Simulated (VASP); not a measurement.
Write the native input for VASP 6.6.1 that does the following.

```yaml
Task: single point
Functional: LDA
Potentials_or_basis: VASP PAW LDA potentials, release 64 (As)
Cutoff: 520 eV
k_mesh: 17 × 17 × 17
Occupations: fermi-dirac, width 0.1 eV
Spin: no spin polarisation
Dipole_correction: no
Further_INCAR_settings: ALGO = Normal; EDIFF = 1e-07; NBANDS = 8
```

The structure of As lies in POSCAR:

```
As
1.0
    0.0000000000      1.8518430234      1.8518430234
    1.8518430234      0.0000000000      1.8518430234
    1.8518430234      1.8518430234      0.0000000000
As
1
Direct
    0.0000000000      0.0000000000      0.0000000000
```

This cell differs from its parent crystal: volume scaled by 0.7.

These files were run (other wordings do the same):

INCAR

```
  ALGO = Normal
  EDIFF = 1E-7
  ENCUT = 520
  GGA = CA
  ISIF = 2
  ISMEAR = -1
  LASPH = T
  LCHARG = T
  LELF = T
  LREAL = F
  LVHAR = T
  LWAVE = F
  NBANDS = 8
  NELM = 80
  PREC = Accurate
  SIGMA = 0.1
```

KPOINTS

```
k-points
0
Gamma
  17 17 17
```

Potentials or basis: VASP PAW LDA potentials, release 64 (As).

Run with:

```sh
$ cat potpaw_LDA.64/As/POTCAR > POTCAR
$ mpirun -np 1 vasp_std > vasp.out
```

It gave:

- Pressure: 72.9 GPa

Wall time 11 s on 1 thread of Intel(R) Xeon(R) Platinum 8259CL CPU @ 2.50GHz (Skylake/Cascade Lake) (shared host), peak memory 0.13 GiB.
